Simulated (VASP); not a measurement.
Write the native input for VASP 6.6.1 that does the following.

```
Task                   : relaxation of cell and atoms
Functional             : PBE
Potentials or basis    : VASP PAW PBE potentials, release 64 (Hf_pv, C)
Cutoff                 : 600 eV
k mesh                 : 15 × 15 × 13
Occupations            : fermi-dirac, width 0.1 eV
Spin                   : no spin polarisation
Target pressure        : 0.032 GPa
Dipole correction      : no
Further INCAR settings : ALGO = Normal; EDIFF = 1e-07; IBRION = 2; EDIFFG = -0.005; NSW = 60; ISIF = 3
```

The structure of HfC (WC type) lies in POSCAR:

```
HfC
1.0
    3.0947397107      0.0000000000      0.0000000000
   -1.5473698554      2.6801232076      0.0000000000
    0.0000000000      0.0000000000      3.0328449165
Hf C
1 1
Direct
    0.0000000000      0.0000000000      0.0000000000
    0.3333333333      0.6666666667      0.5000000000
```

These files were run (other wordings do the same):

INCAR

```
  ALGO = Normal
  EDIFF = 1E-7
  EDIFFG = -0.005
  ENCUT = 600
  GGA = PE
  IBRION = 2
  ISIF = 3
  ISMEAR = -1
  LASPH = T
  LCHARG = F
  LREAL = F
  LWAVE = F
  NELM = 60
  NSW = 60
  PREC = Accurate
  PSTRESS = 0.32
  SIGMA = 0.1
```

KPOINTS

```
k-points
0
Gamma
  15 15 13
```

Potentials or basis: VASP PAW PBE potentials, release 64 (Hf_pv, C).

Command:

```sh
$ cat potpaw_PBE.64/Hf_pv/POTCAR potpaw_PBE.64/C/POTCAR > POTCAR
$ mpirun -np 1 vasp_std > vasp.out
```

Results of the run:

```
Relaxed volume                                             : 13.16 Å³/atom
Relaxed cell                                               : a = 3.233 Å, b = 3.233 Å, c = 2.907 Å, α = 90.00°, β = 90.00°, γ = 120.00°
Space group after relaxing (to 0.1 Å)                      : P-6m2 (No. 187)
Energy change on relaxing (the run minimises the enthalpy) : -90.3 meV/atom
Ionic steps                                                : 8
Pressure after relaxing                                    : 0.0 GPa
Band gap on the k mesh                                     : zero (bands 7 and 8 overlap by 0.01 eV)
```

Caveat: the cell is relaxed towards a set pressure, so the run minimises the enthalpy, not the energy; spin-orbit coupling is left out, which moves the levels of the heavy elements.

Wall time 6.2 min on 1 thread of Intel Xeon 8259CL, with other jobs on the host, peak memory 0.22 GiB.
